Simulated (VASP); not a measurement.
Runs of VASP 6.6.1 on BP2. The structure is that of space group P4/nmm (No. 129), or close to it. The cells are those of the table. 

| task | cell | k mesh | cutoff (eV) | gap on the mesh (eV) | pressure (GPa) | relaxed volume (Å³/atom) | largest force (eV/Å) |
| --- | --- | --- | --- | --- | --- | --- | --- |
| relaxation of cell and atoms | relaxed from a = 3.113, b = 3.113, c = 9.340 Å, 6 atoms | 12 × 12 × 4 | 600 | none | 0.0 | 15.10 | 0.01 |
| single point | a = 3.120, b = 3.120, c = 9.258 Å, 6 atoms | 12 × 12 × 4 | 520 | none | -0.3 | - | 0.01 |
| relaxation of cell and atoms | relaxed from a = 3.383, b = 3.383, c = 6.895 Å, 6 atoms | 6 × 6 × 4 | 600 | none | 0.1 | 15.06 | 0.04 |
| single point | a = 3.113, b = 3.113, c = 9.340 Å, 6 atoms | 6 × 6 × 4 | 520 | none | -0.3 | - | (a) |
| single point | a = 3.383, b = 3.383, c = 6.895 Å, 6 atoms | 6 × 6 × 4 | 520 | none | -10.3 | - | (b) |

Alike in all rows: level PBE; potentials or basis VASP PAW PBE potentials, release 64 (B, P); no spin polarisation; smearing gaussian 0.1 eV.

Q: Estimate the missing entries.

A: (a) 0.03; (b) 1.59.

Caveats: this functional lacks dispersion, which binds the layers, so the pressure and a relaxed spacing across them are unreliable (some runs); forces of over 1 eV/Å act on the atoms, so gaps and moduli don't describe the material at rest (some runs).

A gap of «none» marks levels without a gap at the run's occupations.
